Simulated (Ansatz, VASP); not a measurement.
# NiO: VASP beside Ansatz

```
Ni O
1.0
     0.00000    2.34708    2.13371
     2.34708    0.00000    2.13371
     2.34708    2.34708    0.00000
Ni O
1 1
Direct
  0.00000 0.00000 0.00000
  0.50000 0.50000 0.50000
```

Change from the starting cell: strain +0.1000 x Voigt [1, 1, 0, 0, 0, 0], atoms carried along.

Alike in both runs: task single point; functional PBE; k mesh 12 × 12 × 12; occupations gaussian, width 0.05 eV; collinear spin; Hubbard terms Ni d U = 6.2 eV.

```csv
,VASP,Ansatz
version,VASP 6.6.1,Ansatz 0.2.0
potentials or method,"VASP PAW PBE potentials, release 64 (Ni, O), cutoff 520 eV","scalar-relativistic, plane waves, PAW"
valence electrons in the cell,16,24
```

```tsv
	VASP	Ansatz	Ansatz less VASP
gap on the k mesh at the Fermi level (eV)	1.28	0.94	-0.341
least direct gap on the mesh (eV)	1.69	1.56	-0.127
pressure (GPa)	-24.4	-20.6	+3.86
traceless stress, the component that is largest in VASP (GPa)	1.50	3.11	+1.609
net moment per atom (μB)	1.00	1.00	0.000
size of the moment on the site where the two differ most (μB)	1.83	1.75	-0.085
```

Site moments also hang on the region over which each program counts them. The programs project onto different local orbitals, so the same U acts differently, and such runs can settle in different states. VASP's potentials hold 16 valence electrons a cell and Ansatz's 24, so a difference there can come from the potentials and not from the codes.
